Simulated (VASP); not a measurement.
Runs of VASP 6.6.1 on KI. The structure is that of space group Pm-3m (No. 221), or close to it. The cells are those of the table. 

```tsv
task	level	cell	cutoff (eV)	gap on the mesh (eV)	pressure (GPa)	relaxed volume (Å³/atom)
single point	PBEsol	a = 4.232 Å, 2 atoms	520	3.28	0.1	-
relaxation of cell and atoms	PBEsol	relaxed from a = 4.291 Å, 2 atoms	600	3.26	0.0	38.15
relaxation of cell and atoms	PBEsol+D3(BJ)	relaxed from a = 4.291 Å, 2 atoms	600	3.47	0.0	(b)
relaxation of cell and atoms	BLYP+D3(BJ)	relaxed from a = 4.291 Å, 2 atoms	600	(a)	0.0	(c)
single point	BLYP+D3(BJ)	a = 4.206 Å, 2 atoms	520	3.57	0.1	-
single point	PBEsol+D3(BJ)	a = 4.126 Å, 2 atoms	520	3.49	0.1	-
```

Alike in all rows: potentials or basis VASP PAW PBE potentials, release 64 (K_sv, I); no spin polarisation; k mesh 4 × 4 × 4; smearing gaussian 0.01 eV.

Estimate the missing entries.

(a) 3.56; (b) 35.31; (c) 37.34.

Caveats: the PAW data sets were made with another functional, which shifts forces and pressure a little; spin-orbit coupling is left out, which moves the levels of the heavy elements.

A k mesh can miss the band edges, and the runs leave out spin-orbit coupling on I.
